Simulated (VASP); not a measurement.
The system is Re.

```
CELL_PARAMETERS angstrom
2.75000 0.00000 0.00000
-1.37500 2.38157 0.00000
0.00000 0.00000 4.49075
ATOMIC_POSITIONS crystal
Re 0.33333 0.66667 0.25000
Re 0.66667 0.33333 0.75000
```

- Program: VASP 6.6.1
- Task: relaxation of cell and atoms
- Functional: PBEsol
- Potentials or basis: VASP PAW PBE potentials, release 64 (Re)
- Cutoff: 600 eV
- k mesh: 17 × 17 × 9
- Occupations: gaussian, width 0.1 eV
- Spin: no spin polarisation

At the start: pressure -3.9 GPa; volume 14.71 Å³/atom.

**Question.** How do energy, volume and symmetry change on relaxing?

**Answer.** Over 6 steps the energy falls by 3.8 meV/atom and the volume is 14.56 Å³/atom (-1.0 %); space group P6_3/mmc (No. 194, to 0.1 Å) before and after.

The path:
| step | energy change (eV) | largest force (eV/Å) | pressure (GPa) | volume (Å³) |
| --- | --- | --- | --- | --- |
| 1 | 0.0000 | 0.0000 | -3.86 | 29.41 |
| 2 | 0.0646 | 0.0000 | 18.52 | 27.92 |
| 3 | -0.0065 | 0.0000 | 0.81 | 29.06 |
| 4 | -0.0065 | 0.0000 | 0.84 | 29.06 |
| 5 | -0.0058 | 0.0000 | -1.11 | 29.20 |
| 6 | -0.0076 | 0.0000 | 0.00 | 29.12 |

Final structure:
```
Re
1.0
     2.75144    0.00000    0.00000
    -1.37572    2.38282    0.00000
     0.00000    0.00000    4.44153
Re
2
Direct
  0.33333 0.66667 0.25000
  0.66667 0.33333 0.75000
```

Caveat: the PAW data sets were made with another functional, which shifts forces and pressure a little.
